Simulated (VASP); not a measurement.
# CaBr (P-6m2) in VASP: settings compared

The runs below take CaBr through single point, with BLYP, PBE.

Everything below comes from runs of VASP 6.6.1. Logs are shortened: lines on timing, memory, paths and dates and some standing lists are left out, and cuts for length are marked.

**1. The cell of the first run**

Symmetry: P-6m2, No. 187, hexagonal system. The conventional cell has a = 3.917 Å, b = 3.917 Å, c = 4.341 Å, α = 90.00°, β = 90.00°, γ = 120.00°. Ca (site symmetry -6m2) has 6 Br at 3.13 Å and 6 Ca at 3.92 Å within 4.1 Å. Br (site symmetry -6m2) has 6 Ca at 3.13 Å and 6 Br at 3.92 Å within 4.1 Å.

**2. Single point, BLYP**

The input, INCAR:

```
PREC = Accurate
ENCUT = 520
EDIFF = 1E-6
ISMEAR = -1
SIGMA = 0.05
LREAL = False
LASPH = True
NELM = 100
ALGO = Normal
ISIF = 2
LWAVE = False
LCHARG = False
GGA = B5
ALDAX = 1.0
AGGAX = 1.0
AGGAC = 1.0
ALDAC = 0.0
NBANDS = 16
```

The input, KPOINTS:

```
Automatic mesh
0
Gamma
  10 10 8
```

The input, POSCAR:

```
CaBr
1.0
    3.9170220000      0.0000000000      0.0000000000
   -1.9585110000      3.3922410000      0.0000000000
    0.0000000000      0.0000000000      4.3410340000
Ca Br
1 1
Direct
    0.0000000000      0.0000000000      0.0000000000
    0.3333333333      0.6666666667      0.5000000000
```

Potentials or basis: VASP PAW PBE potentials, release 64 (Ca_sv, Br).

On the command line:

```bash
$ cat potpaw_PBE.64/Ca_sv/POTCAR potpaw_PBE.64/Br/POTCAR > POTCAR
$ mpirun -np 1 vasp_std > vasp.out
```

OUTCAR:

```text
PREC = Accurate
   ENCUT = 520
   EDIFF = 1E-6
   ISMEAR = -1
   LREAL = False
   LASPH = True
   NELM = 100
   ISIF = 2
   GGA = B5

 ion  position               nearest neighbor table
   1  0.000  0.000  0.000-
   2  0.333  0.667  0.500-

  LATTYP: Found a hexagonal cell.
 ALAT       =     3.9170220000
 C/A-ratio  =     1.1082485623

  Lattice vectors:

 A1 = (   3.9170220000,   0.0000000000,   0.0000000000)
 A2 = (  -1.9585110000,   3.3922410000,   0.0000000000)
 A3 = (   0.0000000000,   0.0000000000,   4.3410340000)

Analysis of symmetry for initial positions (statically):
=====================================================================
 Subroutine PRICEL returns:
 Original cell was already a primitive cell.

 Routine SETGRP: Setting up the symmetry group for a
 hexagonal supercell.

 Subroutine GETGRP returns: Found 12 space group operations
 (whereof 12 operations were pure point group operations)
 out of a pool of 24 trial point group operations.

The static configuration has the point symmetry D_3h.

Analysis of symmetry for dynamics (positions and initial velocities):
=====================================================================
 Subroutine PRICEL returns:
 Original cell was already a primitive cell.

 Routine SETGRP: Setting up the symmetry group for a
 hexagonal supercell.

 Subroutine GETGRP returns: Found 12 space group operations
 (whereof 12 operations were pure point group operations)
 out of a pool of 24 trial point group operations.

The dynamic configuration has the point symmetry D_3h.

 Subroutine INISYM returns: Found 12 space group operations
 (whereof 12 operations are pure point group operations),
 and found     1 'primitive' translations

----------------------------------------------------------------------------------------

                                     Primitive cell

  volume of cell :      57.6814

  direct lattice vectors                    reciprocal lattice vectors
     3.917022000  0.000000000  0.000000000     0.255295988  0.147395188  0.000000000
    -1.958511000  3.392241000  0.000000000     0.000000000  0.294790376  0.000000000
     0.000000000  0.000000000  4.341034000     0.000000000  0.000000000  0.230359864

  length of vectors
     3.917022000  3.917022382  4.341034000     0.294790405  0.294790376  0.230359864

  position of ions in fractional coordinates (direct lattice)
     0.000000000  0.000000000  0.000000000
     0.333333333  0.666666667  0.500000000

  ion indices of the primitive-cell ions
   primitive index   ion index
                 1           1
                 2           2

----------------------------------------------------------------------------------------

 KPOINTS: Automatic mesh

Automatic generation of k-mesh.
 Grid dimensions read from file:
 generate k-points for:   10   10    8

 Generating k-lattice:

  Cartesian coordinates                     Fractional coordinates (reciprocal lattice)
     0.025529599  0.014739519  0.000000000     0.100000000  0.000000000  0.000000000
     0.000000000  0.029479038  0.000000000     0.000000000  0.100000000  0.000000000
     0.000000000  0.000000000  0.028794983     0.000000000  0.000000000  0.125000000

  Length of vectors
     0.029479040  0.029479038  0.028794983

  Shift w.r.t. Gamma in fractional coordinates (k-lattice)
     0.000000000  0.000000000  0.000000000

 Subroutine IBZKPT returns following result:
 ===========================================

 Found     70 irreducible k-points:

 Following reciprocal coordinates:
            Coordinates               Weight
  0.000000  0.000000  0.000000      1.000000
  0.100000  0.000000  0.000000      6.000000
  0.200000  0.000000  0.000000      6.000000
  0.300000 -0.000000  0.000000      6.000000
  0.400000  0.000000  0.000000      6.000000
  0.500000 -0.000000  0.000000      3.000000
[... 16 lines left out ...]
  0.300000  0.100000  0.125000     24.000000
  0.400000  0.100000  0.125000     24.000000
 [... further k-points ...]
   k-points           NKPTS =     70   k-points in BZ     NKDIM =     70   number of bands    NBANDS=     16
   number of dos      NEDOS =    301   number of ions     NIONS =      2
   total plane-waves  NPLWV =  28800
   dimension x,y,z NGX =    30 NGY =   30 NGZ =   32
   dimension x,y,z NGXF=    60 NGYF=   60 NGZF=   64
   ions per type =               1   1
   NGX,Y,Z   is equivalent  to a cutoff of  12.73, 12.73, 12.25 a.u.
   NGXF,Y,Z  is equivalent  to a cutoff of  25.47, 25.47, 24.51 a.u.
 SYSTEM =  unknown system
   PREC   = accura    normal or accurate (medium, high low for compatibility)
   ISTART =      0    job   : 0-new  1-cont  2-samecut
   ICHARG =      2    charge: 1-file 2-atom 10-const
   ISPIN  =      1    spin polarized calculation?
   LNONCOLLINEAR =      F non collinear calculations
   LSORBIT =      F    spin-orbit coupling
   LASPH  =      T    aspherical Exc in radial PAW
   ENCUT  =  520.0 eV  38.22 Ry    6.18 a.u.   7.28  7.28  8.07*2*pi/ulx,y,z
   NELM   =    100;   NELMIN=  2; NELMDL= -5     # of ELM steps
   EDIFF  = 0.1E-05   stopping-criterion for ELM
   LREAL  =      F    real-space projection
   EDIFFG = 0.1E-04   stopping-criterion for IOM
   NSW    =      0    number of steps for IOM
   IBRION =     -1    ionic relax: 0-MD 1-quasi-New 2-CG
   NFREE  =      0    steps in history (QN), initial steepest desc. (CG)
   ISIF   =      2    stress and relaxation
   ISYM   =      2    0-nonsym 1-usesym 2-fastsym
   POTIM  = 0.5000    time-step for ionic-motion
   TEBEG  =    0.0;   TEEND  =   0.0 temperature during run
   PSTRESS=    0.0 pullay stress
   NELECT =      17.0000    total number of electrons
   NUPDOWN=      -1.0000    fix difference up-down
   EMIN   =  10.00;   EMAX   =-10.00  energy-range for DOS
   EFERMI =   0.00;   METHOD = LEGACY
   ISMEAR =    -1;   SIGMA  =   0.05  broadening in eV -4-tet -1-fermi 0-gaus
   EFERMI_NEDOS =   21; number of points for ismear=-14 and -15
   IALGO  =     38    algorithm
   IMIX   =      4    mixing-type and parameters
     AMIX     =   0.40;   BMIX     =  1.00
     AMIX_MAG =   1.60;   BMIX_MAG =  1.00
  volume/ion in A,a.u.               =      28.84       194.63
  Fermi-wavevector in a.u.,A,eV,Ry     =   1.089463  2.058787 16.149160  1.186930
  Thomas-Fermi vector in A             =   2.225667
   LORBIT       =      0    0 simple, 1 ext, 2 COOP (PROOUT), +10 PAW based schemes
   GGA     = B5    functional components
   LHFCALC =     F    Hartree Fock is set to
   AEXX    =    0.0000 exact exchange contribution
   IVDW    =     0    specifies the selected vdW correction
   LEPSILON=     F    determine dielectric tensor
   LRPA    =     F    only Hartree local field effects (RPA)
 non-spin polarized calculation
  energy-cutoff  :      520.00
  volume of cell :       57.68
 maximum number of plane-waves:      1582
 NGX is ok and might be reduce to    30
   NGX = 15   NGY = 15   NGZ = 17

 number of electron      16.9999998 magnetization

 Free energy of the ion-electron system (eV)
  ---------------------------------------------------
  ext. energy  EPLUGINS =         0.00000000
  ---------------------------------------------------
  free energy    TOTEN  =        -5.20778741 eV

  energy without entropy =       -5.17971064  energy(sigma->0) =       -5.19374903

 E-fermi :   5.1002     XC(G=0):  -8.3171

 val. band max:        5.0883246938   @ k =   0.2000   0.2000   0.0000
 cond. band min:       5.1006547049   @ k =   0.3000   0.1000   0.1250
 fundamental gap:      0.0123300111
 Fermi energy:         5.1002217917

 k-point     1 :       0.0000    0.0000    0.0000
  band No.  band energies     occupation
      1     -37.2994      2.00000
      2     -18.4769      2.00000
      3     -18.3647      2.00000
      4     -18.3647      2.00000
      5     -12.5888      2.00000
      6      -0.5223      2.00000
[... 8 lines left out ...]
     15      11.1210      0.00000
     16      11.7001      0.00000

 k-point     2 :       0.1000    0.0000    0.0000
  band No.  band energies     occupation
      1     -37.2985      2.00000
      2     -18.4750      2.00000
      3     -18.3774      2.00000
      4     -18.3674      2.00000
      5     -12.5554      2.00000
      6      -0.5195      2.00000
[... 8 lines left out ...]
     15      10.9002      0.00000
     16      11.9528      0.00000

 k-point     3 :       0.2000    0.0000    0.0000
  band No.  band energies     occupation
      1     -37.2961      2.00000
      2     -18.4701      2.00000
      3     -18.4103      2.00000
      4     -18.3743      2.00000
      5     -12.4668      2.00000
      6      -0.5526      2.00000
[... 8 lines left out ...]
     15      10.7553      0.00000
     16      12.0156      0.00000

 k-point     4 :       0.3000   -0.0000    0.0000
  band No.  band energies     occupation
      1     -37.2931      2.00000
      2     -18.4639      2.00000
      3     -18.4503      2.00000
      4     -18.3828      2.00000
      5     -12.3544      2.00000
      6      -1.2067      2.00000
[... 8 lines left out ...]
     15      10.7430      0.00000
     16      11.5650      0.00000
[... 324 lines left out ...]
 k-point    22 :       0.2000    0.1000    0.1250
  band No.  band energies     occupation
      1     -37.2939      2.00000
      2     -18.4734      2.00000
      3     -18.4314      2.00000
      4     -18.3824      2.00000
      5     -12.3801      2.00000
      6      -0.9487      2.00000
[... 8 lines left out ...]
     15      10.3982      0.00000
     16      11.6375      0.00000

 k-point    23 :       0.3000    0.1000    0.1250
  band No.  band energies     occupation
      1     -37.2912      2.00000
      2     -18.4691      2.00000
      3     -18.4620      2.00000
      4     -18.3924      2.00000
      5     -12.2842      2.00000
      6      -1.4055      2.00000
[... 8 lines left out ...]
     15      10.1386      0.00000
     16      11.6264      0.00000

 k-point    24 :       0.4000    0.1000    0.1250
  band No.  band energies     occupation
      1     -37.2895      2.00000
      2     -18.4852      2.00000
      3     -18.4620      2.00000
      4     -18.3986      2.00000
      5     -12.2235      2.00000
      6      -1.6789      2.00000
[... 8 lines left out ...]
     15       9.6901      0.00000
     16      11.4058      0.00000

 [... further k-points ...]

------------------------ aborting loop because EDIFF is reached ----------------------------------------

  FORCE on cell =-STRESS in cart. coord.  units (eV):
  Direction    XX          YY          ZZ          XY          YZ          ZX
  --------------------------------------------------------------------------------------
  -------------------------------------------------------------------------------------
  Total        0.6308220      0.6308222      0.8093220      0.0000000      0.0000000      0.0000000
  in kB       17.5219134     17.5219180     22.4799862      0.0000000      0.0000000      0.0000000
  external PRESSURE =      19.1746059 kB  Pullay stress =       0.0000000 kB

 VOLUME and BASIS-vectors are now :
 -----------------------------------------------------------------------------
  energy-cutoff  :      520.00
  volume of cell :       57.68
      direct lattice vectors                 reciprocal lattice vectors
     3.917022000  0.000000000  0.000000000     0.255295988  0.147395188  0.000000000
    -1.958511000  3.392241000  0.000000000     0.000000000  0.294790376  0.000000000
     0.000000000  0.000000000  4.341034000     0.000000000  0.000000000  0.230359864

 POSITION                                       TOTAL-FORCE (eV/Angst)
 -----------------------------------------------------------------------------------
      0.00000      0.00000      0.00000         0.000000     -0.000000      0.000000
     -0.00000      2.26149      2.17052        -0.000000      0.000000      0.000000
 -----------------------------------------------------------------------------------
    total drift:                                0.000000      0.000001     -0.000000

  FREE ENERGIE OF THE ION-ELECTRON SYSTEM (eV)
  ---------------------------------------------------
  free  energy   TOTEN  =        -5.2077874140 eV

  energy  without entropy=       -5.1797106423  energy(sigma->0) =       -5.19374903
```

It took 41 s on 1 thread of AMD EPYC 7R13 (Zen 3), shared host; peak memory 0.19 GiB.

Results:

| Quantity | Value |
| --- | --- |
| Free energy | -5.2078 eV |
| Pressure | 1.9 GPa |
| Band gap on the k mesh | zero (an odd number of electrons rules out a gap without spin polarisation) |

Levels at points of the mesh, in eV from the Fermi level:
```
           k point  band 6  band 7  band 8  band 9  band 10  band 11  band 12  band 13
(0.00, 0.00, 0.00)   -5.62   -4.67   -4.67   -1.75     0.56     2.15     2.15     2.63
(0.50, 0.00, 0.00)   -6.92   -5.58   -5.03   -0.13     1.32     2.14     2.34     2.81
(0.00, 0.00, 0.50)   -7.12   -4.60   -4.60    0.90     1.49     1.49     2.23     2.38
(0.50, 0.00, 0.50)   -6.55   -6.27   -5.18   -0.31     1.71     2.62     3.32     3.34
```

Caveat: the PAW data sets were made with another functional, which shifts forces and pressure a little; an odd number of electrons without spin polarisation forces a metal; a magnetic or distorted state may lie lower.

**3. Single point, PBE**

The input, INCAR:

```
PREC = Accurate
ENCUT = 520
EDIFF = 1E-6
ISMEAR = -1
SIGMA = 0.05
LREAL = F
LASPH = T
NELM = 80
ALGO = Normal
ISIF = 2
LWAVE = F
LCHARG = F
GGA = PE
NBANDS = 16
```

KPOINTS is that of step 2.

POSCAR is that of step 2.

Potentials or basis: VASP PAW PBE potentials, release 64 (Ca_sv, Br).

On the command line:

```bash
$ cat potpaw_PBE.64/Ca_sv/POTCAR potpaw_PBE.64/Br/POTCAR > POTCAR
$ mpirun -np 1 vasp_std > vasp.out
```

Run time: 34 s. Hardware: 1 thread of AMD EPYC 7R13 (Zen 3), shared host; peak memory 0.19 GiB.

The run converged. Its results:

```yaml
Free_energy: -6.0450 eV
Pressure: 0.4 GPa
Band_gap_on_the_k_mesh: zero (an odd number of electrons rules out a gap without spin polarisation)
```

Stress tensor (GPa, compression positive):
```
0.19 0.00 0.00
0.00 0.19 0.00
0.00 0.00 0.84
```

Levels at points of the mesh, in eV from the Fermi level:
```csv
k point,band 6,band 7,band 8,band 9,band 10,band 11,band 12,band 13
"(0.00, 0.00, 0.00)",-5.57,-4.59,-4.59,-1.84,0.53,2.30,2.30,2.81
"(0.50, 0.00, 0.00)",-6.91,-5.51,-4.97,-0.11,1.18,2.29,2.40,2.90
"(0.00, 0.00, 0.50)",-7.12,-4.52,-4.52,0.97,1.62,1.62,2.05,2.51
"(0.50, 0.00, 0.50)",-6.53,-6.24,-5.12,-0.34,1.73,2.76,3.52,3.55
```

Caveat: an odd number of electrons without spin polarisation forces a metal; a magnetic or distorted state may lie lower.
